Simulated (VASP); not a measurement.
# BaTiO3 (Cm) in VASP: single point with r2SCAN

Aim: the single point of BaTiO3 with r2SCAN.

Program: VASP 6.6.1. These are calculated values, not measurements. Logs are shortened: lines on timing, memory, paths and dates and some standing lists are left out, and cuts for length are marked.

## (1) The cell of the first run

Symmetry: Cm, No. 8, monoclinic system. Conventional cell: a = 5.701 Å, b = 5.851 Å, c = 4.024 Å, α = 90.00°, β = 90.29°, γ = 90.00°. Within 3.7 Å of Ba (site symmetry m) lie 12 O at 2.78 to 2.95 Å and 8 Ti at 3.40 to 3.59 Å. Ti (site symmetry m) has 6 O at 1.87 to 2.19 Å within 2.5 Å. O (site symmetry m) has 2 Ti at 1.87 to 2.16 Å within 2.5 Å. O (site symmetry 1) has 2 Ti at 1.90 to 2.19 Å within 2.5 Å.

## (2) Single point, r2SCAN (strain +0.0300 x Voigt [1, 0, 0, 0, 0, 0])

POSCAR reads:

```
BaTiO3
1.0
    2.9252552938      1.6397057586      2.3314328269
   -2.9252552938      1.6397057586      2.3314328269
    0.0000000000     -3.2794115171      2.3314328269
Ba Ti O
1 1 3
Direct
    0.0027851043      0.0027851043      0.0027851043
    0.5162478494      0.5162478494      0.5162478494
    0.4897536543      0.4897536543      0.9801597377
    0.4897536543      0.9801597377      0.4897536543
    0.9801597377      0.4897536543      0.4897536543
```

INCAR.step1 reads:

```
PREC = Accurate ; ENCUT = 520
ISMEAR = 0 ; SIGMA = 0.05
LREAL = F ; LASPH = T
NELM = 80 ; NBANDS = 28
GGA = PE ; ALGO = Normal
EDIFF = 1E-4 ; LWAVE = T
LCHARG = F
```

INCAR.step2 reads:

```
PREC = Accurate ; ENCUT = 520
EDIFF = 1E-6 ; ISMEAR = 0
SIGMA = 0.05 ; LREAL = F
LASPH = T ; NELM = 80
ALGO = Normal ; ISIF = 2
LWAVE = F ; LCHARG = F
METAGGA = R2SCAN ; LMIXTAU = T
NBANDS = 28 ; ISTART = 1
```

KPOINTS reads:

```
regular mesh
0
Gamma
  6 6 6
```

Potentials or basis: VASP PAW PBE potentials, release 64 (Ba_sv, Ti_sv, O).

Run with:

```sh
$ cat potpaw_PBE.64/Ba_sv/POTCAR potpaw_PBE.64/Ti_sv/POTCAR potpaw_PBE.64/O/POTCAR > POTCAR
$ cp INCAR.step1 INCAR
$ mpirun -np 1 vasp_std > vasp.out
$ cp INCAR.step2 INCAR
$ mpirun -np 1 vasp_std > vasp.out
```

OUTCAR:

```text
PREC = Accurate
   ENCUT = 520
   EDIFF = 1E-6
   ISMEAR = 0
   LREAL = F
   LASPH = T
   NELM = 80
   ISIF = 2
   METAGGA = R2SCAN
   ISTART = 1

 ion  position               nearest neighbor table
   1  0.003  0.003  0.003-   3 2.78   4 2.80   5 2.80   5 2.86   4 2.86   4 2.86   5 2.86   3 2.93
                             3 2.93   3 2.93   4 2.95   5 2.95   2 3.40   2 3.45   2 3.51   2 3.52
   2  0.516  0.516  0.516-   3 1.87   4 1.90   5 1.90   3 2.16   4 2.19   5 2.19   1 3.40   1 3.45
                             1 3.51   1 3.52   1 3.52   1 3.58   1 3.58   1 3.59
   3  0.490  0.490  0.980-   2 1.87   2 2.16   1 2.78   1 2.93   1 2.93   1 2.93
   4  0.490  0.980  0.490-   2 1.90   2 2.19   1 2.80   1 2.86   1 2.86   1 2.95
   5  0.980  0.490  0.490-   2 1.90   2 2.19   1 2.80   1 2.86   1 2.86   1 2.95

  LATTYP: Found a base centered monoclinic cell.
 ALAT       =     5.7006013722
 B/A-ratio  =     1.0262970879
 C/A-ratio  =     0.7058368799
 COS(beta)  =    -0.0050841748

  Lattice vectors:

 A1 = (  -2.9252552938,  -1.6397057586,  -2.3314328269)
 A2 = (   2.9252552938,  -1.6397057586,  -2.3314328269)
 A3 = (   0.0000000000,  -3.2794115171,   2.3314328269)

Analysis of symmetry for initial positions (statically):
=====================================================================
 Subroutine PRICEL returns:
 Original cell was already a primitive cell.

 Routine SETGRP: Setting up the symmetry group for a
 base centered monoclinic supercell.

 Subroutine GETGRP returns: Found  2 space group operations
 (whereof  2 operations were pure point group operations)
 out of a pool of  4 trial point group operations.

The static configuration has the point symmetry C_1h.

Analysis of symmetry for dynamics (positions and initial velocities):
=====================================================================
 Subroutine PRICEL returns:
 Original cell was already a primitive cell.

 Routine SETGRP: Setting up the symmetry group for a
 base centered monoclinic supercell.

 Subroutine GETGRP returns: Found  2 space group operations
 (whereof  2 operations were pure point group operations)
 out of a pool of  4 trial point group operations.

The dynamic configuration has the point symmetry C_1h.

 Subroutine INISYM returns: Found  2 space group operations
 (whereof  2 operations are pure point group operations),
 and found     1 'primitive' translations

----------------------------------------------------------------------------------------

                                     Primitive cell

  volume of cell :      67.0971

  direct lattice vectors                    reciprocal lattice vectors
     2.925255294  1.639705759  2.331432827     0.170925253  0.101644253  0.142973595
    -2.925255294  1.639705759  2.331432827    -0.170925253  0.101644253  0.142973595
     0.000000000 -3.279411517  2.331432827     0.000000000 -0.203288506  0.142973595

  length of vectors
     4.084278704  4.084278704  4.023694686     0.244925387  0.244925387  0.248531015

  position of ions in fractional coordinates (direct lattice)
     0.002785104  0.002785104  0.002785104
     0.516247849  0.516247849  0.516247849
     0.489753654  0.489753654  0.980159738
     0.489753654  0.980159738  0.489753654
     0.980159738  0.489753654  0.489753654

  ion indices of the primitive-cell ions
   primitive index   ion index
                 1           1
                 2           2
                 3           3
                 4           4
                 5           5

----------------------------------------------------------------------------------------

 KPOINTS: regular mesh

Automatic generation of k-mesh.
 Grid dimensions read from file:
 generate k-points for:    6    6    6

 Generating k-lattice:

  Cartesian coordinates                     Fractional coordinates (reciprocal lattice)
     0.028487542  0.016940709  0.023828933     0.166666667  0.000000000  0.000000000
    -0.028487542  0.016940709  0.023828933     0.000000000  0.166666667  0.000000000
     0.000000000 -0.033881418  0.023828933     0.000000000  0.000000000  0.166666667

  Length of vectors
     0.040820898  0.040820898  0.041421836

  Shift w.r.t. Gamma in fractional coordinates (k-lattice)
     0.000000000  0.000000000  0.000000000

 Subroutine IBZKPT returns following result:
 ===========================================

 Found     68 irreducible k-points:

 Following reciprocal coordinates:
            Coordinates               Weight
  0.000000  0.000000  0.000000      1.000000
  0.166667 -0.000000 -0.000000      4.000000
  0.333333  0.000000  0.000000      4.000000
  0.500000  0.000000  0.000000      2.000000
  0.166667  0.166667 -0.000000      2.000000
  0.333333  0.166667  0.000000      4.000000
[... 16 lines left out ...]
 -0.333333  0.166667  0.166667      4.000000
 -0.166667  0.166667  0.166667      4.000000
 [... further k-points ...]
   k-points           NKPTS =     68   k-points in BZ     NKDIM =     68   number of bands    NBANDS=     28
   number of dos      NEDOS =    301   number of ions     NIONS =      5
   total plane-waves  NPLWV =  27000
   dimension x,y,z NGX =    30 NGY =   30 NGZ =   30
   dimension x,y,z NGXF=    60 NGYF=   60 NGZF=   60
   ions per type =               1   1   3
   NGX,Y,Z   is equivalent  to a cutoff of  12.21, 12.21, 12.40 a.u.
   NGXF,Y,Z  is equivalent  to a cutoff of  24.42, 24.42, 24.79 a.u.
 SYSTEM =  unknown system
   PREC   = accura    normal or accurate (medium, high low for compatibility)
   ISTART =      1    job   : 0-new  1-cont  2-samecut
   ICHARG =      0    charge: 1-file 2-atom 10-const
   ISPIN  =      1    spin polarized calculation?
   LNONCOLLINEAR =      F non collinear calculations
   LSORBIT =      F    spin-orbit coupling
   LASPH  =      T    aspherical Exc in radial PAW
   ENCUT  =  520.0 eV  38.22 Ry    6.18 a.u.   7.59  7.59  7.48*2*pi/ulx,y,z
   NELM   =     80;   NELMIN=  2; NELMDL=  0     # of ELM steps
   EDIFF  = 0.1E-05   stopping-criterion for ELM
   LREAL  =      F    real-space projection
   EDIFFG = 0.1E-04   stopping-criterion for IOM
   NSW    =      0    number of steps for IOM
   IBRION =     -1    ionic relax: 0-MD 1-quasi-New 2-CG
   NFREE  =      0    steps in history (QN), initial steepest desc. (CG)
   ISIF   =      2    stress and relaxation
   ISYM   =      2    0-nonsym 1-usesym 2-fastsym
   POTIM  = 0.5000    time-step for ionic-motion
   TEBEG  =    0.0;   TEEND  =   0.0 temperature during run
   PSTRESS=    0.0 pullay stress
   NELECT =      40.0000    total number of electrons
   NUPDOWN=      -1.0000    fix difference up-down
   EMIN   =  10.00;   EMAX   =-10.00  energy-range for DOS
   EFERMI =   0.00;   METHOD = LEGACY
   ISMEAR =     0;   SIGMA  =   0.05  broadening in eV -4-tet -1-fermi 0-gaus
   EFERMI_NEDOS =   21; number of points for ismear=-14 and -15
   IALGO  =     38    algorithm
   IMIX   =      4    mixing-type and parameters
     AMIX     =   0.40;   BMIX     =  1.00
     AMIX_MAG =   1.60;   BMIX_MAG =  1.00
  volume/ion in A,a.u.               =      13.42        90.56
  Fermi-wavevector in a.u.,A,eV,Ry     =   1.377823  2.603709 25.829262  1.898397
  Thomas-Fermi vector in A             =   2.502941
   LORBIT       =      0    0 simple, 1 ext, 2 COOP (PROOUT), +10 PAW based schemes
   METAGGA = R2SCAN    functional components
   LHFCALC =     F    Hartree Fock is set to
   AEXX    =    0.0000 exact exchange contribution
   IVDW    =     0    specifies the selected vdW correction
   LEPSILON=     F    determine dielectric tensor
   LRPA    =     F    only Hartree local field effects (RPA)
 non-spin polarized calculation
 Gauss-broadening in eV      SIGMA  =   0.05
  energy-cutoff  :      520.00
  volume of cell :       67.10
 maximum number of plane-waves:      1826
   NGX = 15   NGY = 15   NGZ = 15

 number of electron      40.0000016 magnetization

 Free energy of the ion-electron system (eV)
  ---------------------------------------------------
  ext. energy  EPLUGINS =         0.00000000
  ---------------------------------------------------
  free energy    TOTEN  =       -74.23473848 eV

  energy without entropy =      -74.23473848  energy(sigma->0) =      -74.23473848

 E-fermi :   3.4447     XC(G=0): -11.6411

 val. band max:        3.1511606875   @ k =   0.5000   0.5000   0.5000
 cond. band min:       5.8360056454   @ k =   0.0000   0.0000   0.0000
 fundamental gap:      2.6848449578
 Fermi energy:         3.4447251565

 k-point     1 :       0.0000    0.0000    0.0000
  band No.  band energies     occupation
      1     -55.5394      2.00000
      2     -30.7322      2.00000
      3     -30.7290      2.00000
      4     -30.7000      2.00000
      5     -22.4487      2.00000
      6     -14.5785      2.00000
[... 20 lines left out ...]
     27       8.7758      0.00000
     28      10.8934      0.00000

 k-point     2 :       0.1667   -0.0000   -0.0000
  band No.  band energies     occupation
      1     -55.5392      2.00000
      2     -30.7362      2.00000
      3     -30.7310      2.00000
      4     -30.7044      2.00000
      5     -22.4249      2.00000
      6     -14.5966      2.00000
[... 20 lines left out ...]
     27       9.2647      0.00000
     28      11.5144      0.00000

 k-point     3 :       0.3333    0.0000    0.0000
  band No.  band energies     occupation
      1     -55.5388      2.00000
      2     -30.7531      2.00000
      3     -30.7305      2.00000
      4     -30.7085      2.00000
      5     -22.3766      2.00000
      6     -14.6876      2.00000
[... 20 lines left out ...]
     27      10.4016      0.00000
     28      11.9635      0.00000

 k-point     4 :       0.5000    0.0000    0.0000
  band No.  band energies     occupation
      1     -55.5386      2.00000
      2     -30.7628      2.00000
      3     -30.7301      2.00000
      4     -30.7092      2.00000
      5     -22.3520      2.00000
      6     -14.7494      2.00000
[... 578 lines left out ...]
     27      11.6168      0.00000
     28      12.5085      0.00000

 k-point    23 :      -0.3333    0.1667    0.1667
  band No.  band energies     occupation
      1     -55.5383      2.00000
      2     -30.7534      2.00000
      3     -30.7432      2.00000
      4     -30.7174      2.00000
      5     -22.3407      2.00000
      6     -14.5025      2.00000
[... 20 lines left out ...]
     27      11.0250      0.00000
     28      12.1579      0.00000

 k-point    24 :      -0.1667    0.1667    0.1667
  band No.  band energies     occupation
      1     -55.5387      2.00000
      2     -30.7446      2.00000
      3     -30.7388      2.00000
      4     -30.7106      2.00000
      5     -22.3815      2.00000
      6     -14.5108      2.00000
[... 20 lines left out ...]
     27      10.0249      0.00000
     28      11.7570      0.00000

 [... further k-points ...]

------------------------ aborting loop because EDIFF is reached ----------------------------------------

  FORCE on cell =-STRESS in cart. coord.  units (eV):
  Direction    XX          YY          ZZ          XY          YZ          ZX
  --------------------------------------------------------------------------------------
  -------------------------------------------------------------------------------------
  Total       -3.1832274     -0.4343109     -0.2916576      0.0000000      0.1584835      0.0000000
  in kB      -76.0106409    -10.3706850     -6.9643411      0.0000000      3.7843447      0.0000000
  external PRESSURE =     -31.1152224 kB  Pullay stress =       0.0000000 kB

 VOLUME and BASIS-vectors are now :
 -----------------------------------------------------------------------------
  energy-cutoff  :      520.00
  volume of cell :       67.10
      direct lattice vectors                 reciprocal lattice vectors
     2.925255294  1.639705759  2.331432827     0.170925253  0.101644253  0.142973595
    -2.925255294  1.639705759  2.331432827    -0.170925253  0.101644253  0.142973595
     0.000000000 -3.279411517  2.331432827     0.000000000 -0.203288506  0.142973595

 POSITION                                       TOTAL-FORCE (eV/Angst)
 -----------------------------------------------------------------------------------
      0.00000      0.00000      0.01948         0.000000      0.003836     -0.008582
      0.00000      0.00000      3.61079         0.000000      0.136892      0.109230
      0.00000     -1.60824      4.56883         0.000000      0.016802      0.027598
     -1.43456      0.80412      4.56883         0.227932     -0.078765     -0.064123
      1.43456      0.80412      4.56883        -0.227932     -0.078765     -0.064123
 -----------------------------------------------------------------------------------
    total drift:                               -0.000000     -0.001545      0.001096

  FREE ENERGIE OF THE ION-ELECTRON SYSTEM (eV)
  ---------------------------------------------------
  free  energy   TOTEN  =       -74.2347384828 eV

  energy  without entropy=      -74.2347384828  energy(sigma->0) =      -74.23473848
```

Run time: 8.3 min. Hardware: 1 thread of Intel Xeon 8259CL, shared host; peak memory 0.26 GiB.

Results:

| Property | Result |
| --- | --- |
| Free energy | -74.2347 eV |
| Pressure | -3.1 GPa |
| Largest force | 0.250 eV/Å |
| Band gap on the k mesh | 2.68 eV (least direct gap 3.15 eV) |

Forces in eV/Å, atoms in the order of the input:
```
Ba   0.000  0.004 -0.009
Ti   0.000  0.137  0.109
O    0.000  0.017  0.028
O    0.228 -0.079 -0.064
O   -0.228 -0.079 -0.064
```

Stress tensor (GPa, compression positive):
```
-7.60  0.00  0.00
 0.00 -1.04  0.38
 0.00  0.38 -0.70
```

Levels at points of the mesh, in eV from the valence-band top:
| k point | band 16 | band 17 | band 18 | band 19 | band 20 | band 21 | band 22 | band 23 | band 24 | band 25 |
| --- | --- | --- | --- | --- | --- | --- | --- | --- | --- | --- |
| (0.00, 0.00, 0.00) | -1.30 | -1.07 | -0.58 | -0.57 | -0.47 | 2.68 | 2.77 | 2.82 | 4.47 | 4.60 |
| (0.50, 0.00, 0.00) | -1.99 | -1.63 | -1.55 | -1.03 | -0.90 | 2.87 | 3.90 | 4.01 | 4.53 | 6.13 |
| (0.50, 0.50, 0.00) | -2.51 | -1.71 | -1.02 | -0.99 | -0.12 | 3.96 | 4.02 | 4.30 | 5.17 | 7.68 |
| (0.00, 0.00, 0.50) | -2.08 | -1.72 | -1.60 | -1.03 | -0.91 | 2.86 | 3.99 | 4.15 | 4.45 | 6.20 |
| (0.50, 0.00, 0.50) | -2.56 | -1.70 | -0.91 | -0.86 | -0.11 | 3.96 | 4.08 | 4.40 | 5.03 | 7.85 |
| (0.50, 0.50, 0.50) | -2.39 | -2.31 | -0.07 | -0.04 | 0.00 | 4.41 | 4.57 | 4.66 | 6.96 | 7.06 |

Caveat: the cell differs from its parent crystal (strain +0.0300 x Voigt [1, 0, 0, 0, 0, 0]); the stress differs along the axes, from -8 to -1 GPa; the PAW data sets were made with another functional, which shifts forces and pressure a little; spin-orbit coupling is left out, which moves the levels of the heavy elements. A k mesh can miss the band edges.
